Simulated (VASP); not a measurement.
# BN (rocksalt type) (Fm-3m) in VASP: density of states with PBE

Aim: the density of states of BN (rocksalt type) with PBE.

All numbers are computed with VASP 6.6.1; they aren't measurements. Logs are shortened: lines on timing, memory, paths and dates and some standing lists are left out, and cuts for length are marked.

## (1) The cell of the first run

Symmetry: Fm-3m, No. 225, cubic system. Conventional cell: a = 3.503 Å, b = 3.503 Å, c = 3.503 Å, α = 90.00°, β = 90.00°, γ = 90.00°. Within 2.3 Å of B (site symmetry m-3m) lie 6 N at 1.75 Å. N (site symmetry m-3m) has 6 B at 1.75 Å within 2.3 Å.

## (2) Density of states, PBE

POSCAR reads:

```
BN
1.0
    0.0000000000      1.7517371241      1.7517371241
    1.7517371241      0.0000000000      1.7517371241
    1.7517371241      1.7517371241      0.0000000000
B N
1 1
Direct
    0.0000000000      0.0000000000      0.0000000000
    0.5000000000      0.5000000000      0.5000000000
```

INCAR.step1 reads:

```
SYSTEM = BN
ALGO     = Normal         ! electronic algorithm
EDIFF    = 1E-6           ! SCF threshold, eV
ENCUT    = 520            ! plane-wave cutoff, eV
GGA      = PE             ! functional
ISIF     = 2              ! what is computed and relaxed
ISMEAR   = -1             ! smearing method
LASPH    = .TRUE.         ! aspherical terms in the spheres
LCHARG   = .TRUE.         ! write CHGCAR
LREAL    = .FALSE.        ! projectors in reciprocal space
LWAVE    = .FALSE.        ! write WAVECAR
NBANDS   = 11             ! bands
NELM     = 60             ! most SCF steps
PREC     = Accurate       ! precision mode
SIGMA    = 0.08           ! smearing width, eV
```

KPOINTS.step1 reads:

```
k-points
0
G
  15 15 15
  0 0 0
```

INCAR.step2 reads:

```
SYSTEM = BN
ALGO     = Normal         ! electronic algorithm
EDIFF    = 1E-6           ! SCF threshold, eV
ENCUT    = 520            ! plane-wave cutoff, eV
GGA      = PE             ! functional
ICHARG   = 11             ! starting density
ISIF     = 2              ! what is computed and relaxed
ISMEAR   = -5             ! smearing method
LASPH    = .TRUE.         ! aspherical terms in the spheres
LCHARG   = .FALSE.        ! write CHGCAR
LORBIT   = 11             ! projections on sites
LREAL    = .FALSE.        ! projectors in reciprocal space
LWAVE    = .FALSE.        ! write WAVECAR
NBANDS   = 11             ! bands
NEDOS    = 1001           ! points of the DOS
NELM     = 60             ! most SCF steps
PREC     = Accurate       ! precision mode
SIGMA    = 0.08           ! smearing width, eV
```

KPOINTS.step2 reads:

```
k-points
0
G
  23 23 23
  0 0 0
```

Potentials or basis: VASP PAW PBE potentials, release 64 (B, N).

Run with:

```bash
$ cat potpaw_PBE.64/B/POTCAR potpaw_PBE.64/N/POTCAR > POTCAR
$ cp INCAR.step1 INCAR
$ cp KPOINTS.step1 KPOINTS
$ mpirun -np 1 vasp_std > vasp.out
$ cp INCAR.step2 INCAR
$ cp KPOINTS.step2 KPOINTS
$ mpirun -np 1 vasp_std > vasp.out
```

OUTCAR:

```text
SYSTEM = BN
   EDIFF = 1E-6
   ENCUT = 520
   GGA = PE
   ICHARG = 11
   ISIF = 2
   ISMEAR = -5
   LASPH = .TRUE.
   LORBIT = 11
   LREAL = .FALSE.
   NELM = 60
   PREC = Accurate

 ion  position               nearest neighbor table
   1  0.000  0.000  0.000-   2 1.75   2 1.75   2 1.75   2 1.75   2 1.75   2 1.75
   2  0.500  0.500  0.500-   1 1.75   1 1.75   1 1.75   1 1.75   1 1.75   1 1.75

  LATTYP: Found a face centered cubic cell.
 ALAT       =     3.5034742482

  Lattice vectors:

 A1 = (   0.0000000000,   1.7517371241,   1.7517371241)
 A2 = (   1.7517371241,   0.0000000000,   1.7517371241)
 A3 = (   1.7517371241,   1.7517371241,   0.0000000000)

Analysis of symmetry for initial positions (statically):
=====================================================================
 Subroutine PRICEL returns:
 Original cell was already a primitive cell.

 Routine SETGRP: Setting up the symmetry group for a
 face centered cubic supercell.

 Subroutine GETGRP returns: Found 48 space group operations
 (whereof 48 operations were pure point group operations)
 out of a pool of 48 trial point group operations.

The static configuration has the point symmetry O_h .

Analysis of symmetry for dynamics (positions and initial velocities):
=====================================================================
 Subroutine PRICEL returns:
 Original cell was already a primitive cell.

 Routine SETGRP: Setting up the symmetry group for a
 face centered cubic supercell.

 Subroutine GETGRP returns: Found 48 space group operations
 (whereof 48 operations were pure point group operations)
 out of a pool of 48 trial point group operations.

The dynamic configuration has the point symmetry O_h .

 Subroutine INISYM returns: Found 48 space group operations
 (whereof 48 operations are pure point group operations),
 and found     1 'primitive' translations

----------------------------------------------------------------------------------------

                                     Primitive cell

  volume of cell :      10.7507

  direct lattice vectors                    reciprocal lattice vectors
     0.000000000  1.751737124  1.751737124    -0.285430955  0.285430955  0.285430955
     1.751737124  0.000000000  1.751737124     0.285430955 -0.285430955  0.285430955
     1.751737124  1.751737124  0.000000000     0.285430955  0.285430955 -0.285430955

  length of vectors
     2.477330399  2.477330399  2.477330399     0.494380916  0.494380916  0.494380916

  position of ions in fractional coordinates (direct lattice)
     0.000000000  0.000000000  0.000000000
     0.500000000  0.500000000  0.500000000

  ion indices of the primitive-cell ions
   primitive index   ion index
                 1           1
                 2           2

----------------------------------------------------------------------------------------

 KPOINTS: k-points

Automatic generation of k-mesh.
 Grid dimensions read from file:
 generate k-points for:   23   23   23

 Generating k-lattice:

  Cartesian coordinates                     Fractional coordinates (reciprocal lattice)
    -0.012410042  0.012410042  0.012410042     0.043478261  0.000000000  0.000000000
     0.012410042 -0.012410042  0.012410042     0.000000000  0.043478261  0.000000000
     0.012410042  0.012410042 -0.012410042     0.000000000  0.000000000  0.043478261

  Length of vectors
     0.021494822  0.021494822  0.021494822

  Shift w.r.t. Gamma in fractional coordinates (k-lattice)
     0.000000000  0.000000000  0.000000000

 TETIRR: Found   1662 inequivalent tetrahedra from    73002

 Subroutine IBZKPT returns following result:
 ===========================================

 Found    364 irreducible k-points:

 Following reciprocal coordinates:
            Coordinates               Weight
  0.000000  0.000000  0.000000      1.000000
  0.043478  0.000000  0.000000      8.000000
  0.086957  0.000000  0.000000      8.000000
  0.130435  0.000000  0.000000      8.000000
  0.173913  0.000000  0.000000      8.000000
  0.217391  0.000000  0.000000      8.000000
[... 16 lines left out ...]
  0.478261  0.043478  0.000000     24.000000
 -0.478261  0.043478  0.000000     24.000000
 [... further k-points ...]
   k-points           NKPTS =    364   k-points in BZ     NKDIM =    364   number of bands    NBANDS=     11
   number of dos      NEDOS =   1001   number of ions     NIONS =      2
   total plane-waves  NPLWV =   5832
   dimension x,y,z NGX =    18 NGY =   18 NGZ =   18
   dimension x,y,z NGXF=    36 NGYF=   36 NGZF=   36
   ions per type =               1   1
   NGX,Y,Z   is equivalent  to a cutoff of  12.08, 12.08, 12.08 a.u.
   NGXF,Y,Z  is equivalent  to a cutoff of  24.16, 24.16, 24.16 a.u.
 SYSTEM =  BN
   PREC   = accura    normal or accurate (medium, high low for compatibility)
   ISTART =      0    job   : 0-new  1-cont  2-samecut
   ICHARG =     11    charge: 1-file 2-atom 10-const
   ISPIN  =      1    spin polarized calculation?
   LNONCOLLINEAR =      F non collinear calculations
   LSORBIT =      F    spin-orbit coupling
   LASPH  =      T    aspherical Exc in radial PAW
   ENCUT  =  520.0 eV  38.22 Ry    6.18 a.u.   4.61  4.61  4.61*2*pi/ulx,y,z
   NELM   =     60;   NELMIN=  2; NELMDL=  0     # of ELM steps
   EDIFF  = 0.1E-05   stopping-criterion for ELM
   LREAL  =      F    real-space projection
   EDIFFG = 0.1E-04   stopping-criterion for IOM
   NSW    =      0    number of steps for IOM
   IBRION =     -1    ionic relax: 0-MD 1-quasi-New 2-CG
   NFREE  =      0    steps in history (QN), initial steepest desc. (CG)
   ISIF   =      2    stress and relaxation
   ISYM   =      2    0-nonsym 1-usesym 2-fastsym
   POTIM  = 0.5000    time-step for ionic-motion
   TEBEG  =    0.0;   TEEND  =   0.0 temperature during run
   PSTRESS=    0.0 pullay stress
   NELECT =       8.0000    total number of electrons
   NUPDOWN=      -1.0000    fix difference up-down
   EMIN   =  10.00;   EMAX   =-10.00  energy-range for DOS
   EFERMI =   0.00;   METHOD = LEGACY
   ISMEAR =    -5;   SIGMA  =   0.08  broadening in eV -4-tet -1-fermi 0-gaus
   EFERMI_NEDOS =   21; number of points for ismear=-14 and -15
   IALGO  =     38    algorithm
   IMIX   =      4    mixing-type and parameters
     AMIX     =   0.40;   BMIX     =  1.00
     AMIX_MAG =   1.60;   BMIX_MAG =  1.00
  volume/ion in A,a.u.               =       5.38        36.27
  Fermi-wavevector in a.u.,A,eV,Ry     =   1.483517  2.803441 29.944015  2.200823
  Thomas-Fermi vector in A             =   2.597169
   LORBIT       =     11    0 simple, 1 ext, 2 COOP (PROOUT), +10 PAW based schemes
   GGA     = PE    functional components
   LHFCALC =     F    Hartree Fock is set to
   AEXX    =    0.0000 exact exchange contribution
   IVDW    =     0    specifies the selected vdW correction
   LEPSILON=     F    determine dielectric tensor
   LRPA    =     F    only Hartree local field effects (RPA)
 non-spin polarized calculation
 Fermi weights with tetrahedron method with Bloechl corrections
  energy-cutoff  :      520.00
  volume of cell :       10.75
 maximum number of plane-waves:       302

 number of electron       7.9999998 magnetization

 Free energy of the ion-electron system (eV)
  ---------------------------------------------------
  ext. energy  EPLUGINS =         0.00000000
  ---------------------------------------------------
  free energy    TOTEN  =       -13.94604657 eV

  energy without entropy =      -13.94604657  energy(sigma->0) =      -13.94604657

 E-fermi :  10.3252     XC(G=0): -13.7097

 val. band max:       10.3052368616   @ k =  -0.1739   0.1739   0.0000
 cond. band min:      11.4468061896   @ k =   0.4783   0.4783   0.0000
 fundamental gap:      1.1415693280
 Fermi energy:        10.3252028013

 k-point     1 :       0.0000    0.0000    0.0000
  band No.  band energies     occupation
      1     -12.1105      2.00000
      2       9.3855      2.00000
      3       9.3855      2.00000
      4       9.3855      2.00000
      5      19.2718      0.00000
      6      22.2479      0.00000
      7      22.2479      0.00000
      8      22.2479      0.00000
      9      28.7925      0.00000
     10      28.7925      0.00000
     11      28.7925      0.00000

 k-point     2 :       0.0435    0.0000    0.0000
  band No.  band energies     occupation
      1     -12.0576      2.00000
      2       9.1475      2.00000
      3       9.3810      2.00000
      4       9.3810      2.00000
      5      19.3519      0.00000
      6      22.0583      0.00000
      7      22.0583      0.00000
      8      22.2008      0.00000
      9      28.5588      0.00000
     10      28.9282      0.00000
     11      28.9282      0.00000

 k-point     3 :       0.0870    0.0000    0.0000
  band No.  band energies     occupation
      1     -11.8993      2.00000
      2       8.4777      2.00000
      3       9.3695      2.00000
      4       9.3695      2.00000
      5      19.5209      0.00000
      6      21.5362      0.00000
      7      21.5362      0.00000
      8      22.1034      0.00000
      9      28.1402      0.00000
     10      29.3260      0.00000
     11      29.3260      0.00000

 k-point     4 :       0.1304    0.0000    0.0000
  band No.  band energies     occupation
      1     -11.6365      2.00000
      2       7.4783      2.00000
      3       9.3561      2.00000
      4       9.3561      2.00000
      5      19.6003      0.00000
      6      20.7883      0.00000
      7      20.7883      0.00000
      8      22.0848      0.00000
      9      27.8768      0.00000
     10      29.9677      0.00000
     11      29.9677      0.00000

 k-point     5 :       0.1739    0.0000    0.0000
  band No.  band energies     occupation
      1     -11.2714      2.00000
      2       6.2582      2.00000
      3       9.3477      2.00000
      4       9.3477      2.00000
      5      19.4487      0.00000
      6      19.9218      0.00000
      7      19.9218      0.00000
      8      22.2589      0.00000
      9      27.8837      0.00000
     10      30.8357      0.00000
     11      30.8357      0.00000
[... 211 lines left out ...]
 k-point    21 :       0.3913    0.0435    0.0000
  band No.  band energies     occupation
      1      -8.3658      2.00000
      2      -0.0553      2.00000
      3       9.0285      2.00000
      4       9.5972      2.00000
      5      15.7257      0.00000
      6      16.8777      0.00000
      7      18.0024      0.00000
      8      23.6606      0.00000
      9      30.6770      0.00000
     10      36.8169      0.00000
     11      38.4250      0.00000

 k-point    22 :       0.4348    0.0435    0.0000
  band No.  band energies     occupation
      1      -7.6527      2.00000
      2      -1.1638      2.00000
      3       9.1727      2.00000
      4       9.5145      2.00000
      5      15.4564      0.00000
      6      16.3054      0.00000
      7      17.7974      0.00000
      8      23.7971      0.00000
      9      31.6755      0.00000
     10      38.1698      0.00000
     11      39.8436      0.00000

 k-point    23 :       0.4783    0.0435    0.0000
  band No.  band energies     occupation
      1      -7.0945      2.00000
      2      -1.9517      2.00000
      3       9.3391      2.00000
      4       9.3915      2.00000
      5      15.3855      0.00000
      6      15.8748      0.00000
      7      17.6832      0.00000
      8      23.8726      0.00000
      9      32.4857      0.00000
     10      38.0804      0.00000
     11      40.8223      0.00000

 k-point    24 :      -0.4783    0.0435    0.0000
  band No.  band energies     occupation
      1      -6.9242      2.00000
      2      -2.1798      2.00000
      3       9.2394      2.00000
      4       9.5072      2.00000
      5      15.5075      0.00000
      6      15.6120      0.00000
      7      17.6628      0.00000
      8      23.8908      0.00000
      9      32.7598      0.00000
     10      37.8848      0.00000
     11      41.4079      0.00000

 [... further k-points ...]
[... 5 lines left out ...]
  --------------------------------------------------------------------------------------
  -------------------------------------------------------------------------------------
  Total       -0.0051532     -0.0051532     -0.0051532     -0.0000000      0.0000000     -0.0000000
  in kB       -0.7679765     -0.7679765     -0.7679765     -0.0000000      0.0000000     -0.0000000
  external PRESSURE =      -0.7679765 kB  Pullay stress =       0.0000000 kB

 VOLUME and BASIS-vectors are now :
 -----------------------------------------------------------------------------
  energy-cutoff  :      520.00
  volume of cell :       10.75
      direct lattice vectors                 reciprocal lattice vectors
     0.000000000  1.751737124  1.751737124    -0.285430955  0.285430955  0.285430955
     1.751737124  0.000000000  1.751737124     0.285430955 -0.285430955  0.285430955
     1.751737124  1.751737124  0.000000000     0.285430955  0.285430955 -0.285430955

 POSITION                                       TOTAL-FORCE (eV/Angst)
 -----------------------------------------------------------------------------------
      0.00000      0.00000      0.00000        -0.000000      0.000000      0.000000
      1.75174      1.75174      1.75174         0.000000     -0.000000     -0.000000
 -----------------------------------------------------------------------------------
    total drift:                               -0.000000     -0.000000     -0.000000

  FREE ENERGIE OF THE ION-ELECTRON SYSTEM (eV)
  ---------------------------------------------------
  free  energy   TOTEN  =       -13.9460465671 eV

  energy  without entropy=      -13.9460465671  energy(sigma->0) =      -13.94604657

 total charge

# of ion       s       p       d       tot
------------------------------------------
    1        0.572   1.056   0.000   1.628
    2        1.229   2.659   0.000   3.888
--------------------------------------------------
tot          1.802   3.714   0.000   5.516
```

Wall time 18 s (1 thread of Intel Xeon Platinum 8488C (Sapphire Rapids), shared host); peak memory 0.15 GiB.

Results:

| Quantity | Value |
| --- | --- |
| Valence electrons inside the program's atomic spheres | B 1.63; N 3.89 |

Levels at points of the mesh, in eV from the valence-band top:
```csv
k point,band 1,band 2,band 3,band 4,band 5,band 6,band 7,band 8
"(0.00, 0.00, 0.00)",-22.42,-0.92,-0.92,-0.92,8.97,11.94,11.94,11.94
```
